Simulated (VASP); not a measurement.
# Ge (Fd-3m) in VASP: settings compared, part 2 of 2

VASP 6.6.1.

### Step 3. Relaxation of cell and atoms, revPBE+D3(BJ)

This run uses another cell than the first one, of 22.64 Å³/atom.

INCAR

```
SYSTEM = Ge
PREC     = Accurate       ! precision mode
ENCUT    = 500            ! plane-wave cutoff, eV
EDIFF    = 1E-7           ! SCF threshold, eV
ISMEAR   = 0              ! smearing method
SIGMA    = 0.01           ! smearing width, eV
LREAL    = .FALSE.        ! projectors in reciprocal space
LASPH    = .TRUE.         ! aspherical terms in the spheres
NELM     = 120            ! most SCF steps
ALGO     = Normal         ! electronic algorithm
ISIF     = 3              ! what is computed and relaxed
LWAVE    = .FALSE.        ! write WAVECAR
LCHARG   = .FALSE.        ! write CHGCAR
GGA      = RE             ! functional
IVDW     = 12             ! dispersion correction
IBRION   = 2              ! ionic algorithm
NSW      = 80             ! ionic steps
EDIFFG   = -0.01          ! ionic threshold
GGA_COMPAT= .FALSE.      
NELMIN   = 4
```

KPOINTS

```
regular mesh
0
G
  6 6 6
  0 0 0
```

POSCAR

```
Ge
1.0
    4.0006830000      0.0000000000      0.0000000000
    2.0003415000      3.4646931105      0.0000000000
    2.0003415000      1.1548977035      3.2665439909
Ge
2
Direct
    0.0000000000      0.0000000000      0.0000000000
    0.2500000000      0.2500000000      0.2500000000
```

Potentials or basis: VASP PAW PBE potentials, release 64 (Ge_d).

Started as:

```bash
$ cat potpaw_PBE.64/Ge_d/POTCAR > POTCAR
$ mpirun -np 1 vasp_std > vasp.out
```

OUTCAR:

```text
SYSTEM = Ge
   PREC = Accurate
   ENCUT = 500
   EDIFF = 1E-7
   ISMEAR = 0
   LREAL = .FALSE.
   LASPH = .TRUE.
   NELM = 120
   ISIF = 3
   GGA = RE
   IVDW = 12
   IBRION = 2
   NSW = 80
   EDIFFG = -0.01
   NELMIN = 4
 IVDW          = 12

 ion  position               nearest neighbor table
   1  0.000  0.000  0.000-   2 2.45   2 2.45   2 2.45   2 2.45
   2  0.250  0.250  0.250-   1 2.45   1 2.45   1 2.45   1 2.45

  LATTYP: Found a face centered cubic cell.
 ALAT       =     5.6578201574

  Lattice vectors:

 A1 = (   4.0006830000,   0.0000000000,   0.0000000000)
 A2 = (   2.0003415000,   3.4646931105,   0.0000000000)
 A3 = (   2.0003415000,   1.1548977035,   3.2665439909)

Analysis of symmetry for initial positions (statically):
=====================================================================
 Subroutine PRICEL returns:
 Original cell was already a primitive cell.

 Routine SETGRP: Setting up the symmetry group for a
 face centered cubic supercell.

 Subroutine GETGRP returns: Found 48 space group operations
 (whereof 24 operations were pure point group operations)
 out of a pool of 48 trial point group operations.

The static configuration has the point symmetry T_d .
 The point group associated with its full space group is O_h .

Analysis of symmetry for dynamics (positions and initial velocities):
=====================================================================
 Subroutine PRICEL returns:
 Original cell was already a primitive cell.

 Routine SETGRP: Setting up the symmetry group for a
 face centered cubic supercell.

 Subroutine GETGRP returns: Found 48 space group operations
 (whereof 24 operations were pure point group operations)
 out of a pool of 48 trial point group operations.

The dynamic configuration has the point symmetry T_d .
 The point group associated with its full space group is O_h .

 Subroutine INISYM returns: Found 48 space group operations
 (whereof 24 operations are pure point group operations),
 and found     1 'primitive' translations

----------------------------------------------------------------------------------------

                                     Primitive cell

  volume of cell :      45.2780

  direct lattice vectors                    reciprocal lattice vectors
     4.000683000  0.000000000  0.000000000     0.249957320 -0.144312926 -0.102044648
     2.000341500  3.464693110  0.000000000     0.000000000  0.288625852 -0.102044648
     2.000341500  1.154897704  3.266543991     0.000000000  0.000000000  0.306133945

  length of vectors
     4.000683000  4.000683000  4.000683000     0.306133945  0.306133945  0.306133945

  position of ions in fractional coordinates (direct lattice)
     0.000000000  0.000000000  0.000000000
     0.250000000  0.250000000  0.250000000

  ion indices of the primitive-cell ions
   primitive index   ion index
                 1           1
                 2           2

----------------------------------------------------------------------------------------

 KPOINTS: regular mesh

Automatic generation of k-mesh.
 Grid dimensions read from file:
 generate k-points for:    6    6    6

 Generating k-lattice:

  Cartesian coordinates                     Fractional coordinates (reciprocal lattice)
     0.041659553 -0.024052154 -0.017007441     0.166666667  0.000000000  0.000000000
     0.000000000  0.048104309 -0.017007441     0.000000000  0.166666667  0.000000000
     0.000000000  0.000000000  0.051022324     0.000000000  0.000000000  0.166666667

  Length of vectors
     0.051022324  0.051022324  0.051022324

  Shift w.r.t. Gamma in fractional coordinates (k-lattice)
     0.000000000  0.000000000  0.000000000

 Subroutine IBZKPT returns following result:
 ===========================================

 Found     16 irreducible k-points:

 Following reciprocal coordinates:
            Coordinates               Weight
  0.000000  0.000000  0.000000      1.000000
  0.166667  0.000000  0.000000      8.000000
  0.333333  0.000000  0.000000      8.000000
  0.500000  0.000000  0.000000      4.000000
  0.166667  0.166667  0.000000      6.000000
  0.333333  0.166667  0.000000     24.000000
[... 8 lines left out ...]
 -0.333333  0.333333  0.166667     24.000000
 -0.333333  0.500000  0.166667     12.000000
   k-points           NKPTS =     16   k-points in BZ     NKDIM =     16   number of bands    NBANDS=     18
   number of dos      NEDOS =    301   number of ions     NIONS =      2
   total plane-waves  NPLWV =  27000
   dimension x,y,z NGX =    30 NGY =   30 NGZ =   30
   dimension x,y,z NGXF=    60 NGYF=   60 NGZF=   60
   ions per type =               2
   NGX,Y,Z   is equivalent  to a cutoff of  12.47, 12.47, 12.47 a.u.
   NGXF,Y,Z  is equivalent  to a cutoff of  24.93, 24.93, 24.93 a.u.
 SYSTEM =  Ge
   PREC   = accura    normal or accurate (medium, high low for compatibility)
   ISTART =      0    job   : 0-new  1-cont  2-samecut
   ICHARG =      2    charge: 1-file 2-atom 10-const
   ISPIN  =      1    spin polarized calculation?
   LNONCOLLINEAR =      F non collinear calculations
   LSORBIT =      F    spin-orbit coupling
   LASPH  =      T    aspherical Exc in radial PAW
   ENCUT  =  500.0 eV  36.75 Ry    6.06 a.u.   7.29  7.29  7.29*2*pi/ulx,y,z
   NELM   =    120;   NELMIN=  4; NELMDL= -5     # of ELM steps
   EDIFF  = 0.1E-06   stopping-criterion for ELM
   LREAL  =      F    real-space projection
   EDIFFG = -.1E-01   stopping-criterion for IOM
   NSW    =     80    number of steps for IOM
   IBRION =      2    ionic relax: 0-MD 1-quasi-New 2-CG
   NFREE  =      1    steps in history (QN), initial steepest desc. (CG)
   ISIF   =      3    stress and relaxation
   ISYM   =      2    0-nonsym 1-usesym 2-fastsym
   POTIM  = 0.5000    time-step for ionic-motion
   TEBEG  =    0.0;   TEEND  =   0.0 temperature during run
   PSTRESS=    0.0 pullay stress
   NELECT =      28.0000    total number of electrons
   NUPDOWN=      -1.0000    fix difference up-down
   EMIN   =  10.00;   EMAX   =-10.00  energy-range for DOS
   EFERMI =   0.00;   METHOD = LEGACY
   ISMEAR =     0;   SIGMA  =   0.01  broadening in eV -4-tet -1-fermi 0-gaus
   EFERMI_NEDOS =   21; number of points for ismear=-14 and -15
   IALGO  =     38    algorithm
   IMIX   =      4    mixing-type and parameters
     AMIX     =   0.40;   BMIX     =  1.00
     AMIX_MAG =   1.60;   BMIX_MAG =  1.00
  volume/ion in A,a.u.               =      22.64       152.78
  Fermi-wavevector in a.u.,A,eV,Ry     =   1.394756  2.635707 26.468032  1.945345
  Thomas-Fermi vector in A             =   2.518275
   LORBIT       =      0    0 simple, 1 ext, 2 COOP (PROOUT), +10 PAW based schemes
   GGA     = RE    functional components
   LHFCALC =     F    Hartree Fock is set to
   AEXX    =    0.0000 exact exchange contribution
   IVDW    =    12    specifies the selected vdW correction
   LEPSILON=     F    determine dielectric tensor
   LRPA    =     F    only Hartree local field effects (RPA)
 conjugate gradient relaxation of ions
 non-spin polarized calculation
 Gauss-broadening in eV      SIGMA  =   0.01
  energy-cutoff  :      500.00
  volume of cell :       45.28
 maximum number of plane-waves:      1167
 NGX is ok and might be reduce to    30
   NGX = 15   NGY = 15   NGZ = 15

--------------------------------------- Ionic step        1  -------------------------------------------

 number of electron      28.0000022 magnetization

 Free energy of the ion-electron system (eV)
  ---------------------------------------------------
  ext. energy  EPLUGINS =         0.00000000
  ---------------------------------------------------
  free energy    TOTEN  =        -8.37514033 eV

  energy without entropy =       -8.37514033  energy(sigma->0) =       -8.37514033

------------------------ aborting loop because EDIFF is reached ----------------------------------------

 Edisp (eV)   -1.14016

 E8    (eV) :    -0.8092

  FORCE on cell =-STRESS in cart. coord.  units (eV):
  Direction    XX          YY          ZZ          XY          YZ          ZX
  --------------------------------------------------------------------------------------
  -------------------------------------------------------------------------------------
  Total       0.13150     0.13150     0.13150     0.00000    -0.00000     0.00000
  in kB       4.65313     4.65313     4.65313     0.00000    -0.00000     0.00000
  external pressure =        4.65 kB  Pullay stress =        0.00 kB
[... 61 lines left out ...]
  energy  without entropy=       -9.5155973784  energy(sigma->0) =       -9.51559991

--------------------------------------- Ionic step        3  -------------------------------------------

 number of electron      28.0000017 magnetization

 Free energy of the ion-electron system (eV)
  ---------------------------------------------------
  ext. energy  EPLUGINS =         0.00000000
  ---------------------------------------------------
  free energy    TOTEN  =        -8.38294025 eV

  energy without entropy =       -8.38294024  energy(sigma->0) =       -8.38294025

 E-fermi :   5.0523     XC(G=0):  -9.7590

 val. band max:        5.0198004931   @ k =   0.0000   0.0000   0.0000
 cond. band min:       5.0831881347   @ k =   0.0000   0.0000   0.0000
 fundamental gap:      0.0633876417
 Fermi energy:         5.0523232870

 k-point     1 :       0.0000    0.0000    0.0000
  band No.  band energies     occupation
      1     -19.8059      2.00000
      2     -19.8059      2.00000
      3     -19.8059      2.00000
      4     -19.7707      2.00000
      5     -19.7707      2.00000
      6     -19.5641      2.00000
[... 10 lines left out ...]
     17       7.5761      0.00000
     18       7.5761      0.00000
[... 346 lines left out ...]
  FREE ENERGIE OF THE ION-ELECTRON SYSTEM (eV)
  ---------------------------------------------------
  free  energy   TOTEN  =        -9.5156957135 eV

  energy  without entropy=       -9.5156957096  energy(sigma->0) =       -9.51569571

 reached required accuracy - stopping structural energy minimisation
```

Wall time 19 s (1 thread of Intel Xeon 6975P-C (Granite Rapids), shared host); peak memory 0.17 GiB.

What came out:

- Free energy: -9.5157 eV
- Relaxed volume: 22.78 Å³/atom
- Relaxed cell: a = 4.009 Å, b = 4.009 Å, c = 4.009 Å, α = 60.00°, β = 60.00°, γ = 60.00°
- Space group after relaxing (to 0.1 Å): Fd-3m (No. 227)
- Energy gained by relaxing: 0.2 meV/atom
- Ionic steps: 3
- Pressure after relaxing: 0.0 GPa
- Band gap on the k mesh: 0.06 eV
- Dispersion energy per atom: -0.566 eV

The path:
| step | energy change (eV) | largest force (eV/Å) | pressure (GPa) | volume (Å³) |
| --- | --- | --- | --- | --- |
| 1 | 0.0000 | 0.0000 | 0.47 | 45.28 |
| 2 | -0.0003 | 0.0000 | -0.20 | 45.71 |
| 3 | -0.0004 | 0.0000 | 0.02 | 45.56 |

Final structure:
```yaml
crystal:
  lattice:
    - [4.00905, 0.00000, 0.00000]
    - [2.00453, 3.47194, 0.00000]
    - [2.00453, 1.15731, 3.27338]
  atoms:
    - { symbol: Ge, position: [0.00000, 0.00000, 0.00000] }
    - { symbol: Ge, position: [0.25000, 0.25000, 0.25000] }
```

Caveat: the PAW data sets were made with another functional, which shifts forces and pressure a little. A k mesh can miss the band edges.

### Step 4. Comparison with measurements

Step 2. Measured gap of Ge: 0.807 eV (direct; 300 K; “Electronic and optical properties of SixGe1-x-ySny alloys lattice-matched to Ge”, 2021, arxiv:2109.02782). This calculation gives 0.34 eV (-0.47 eV). 3 values of this kind are on record (0.666 to 0.807 eV); this one was drawn at random among those near their median. Spin-orbit coupling on Ge is left out. The value is that of r2SCAN on a finite k mesh, which can miss the band edges, without temperature or zero-point motion.
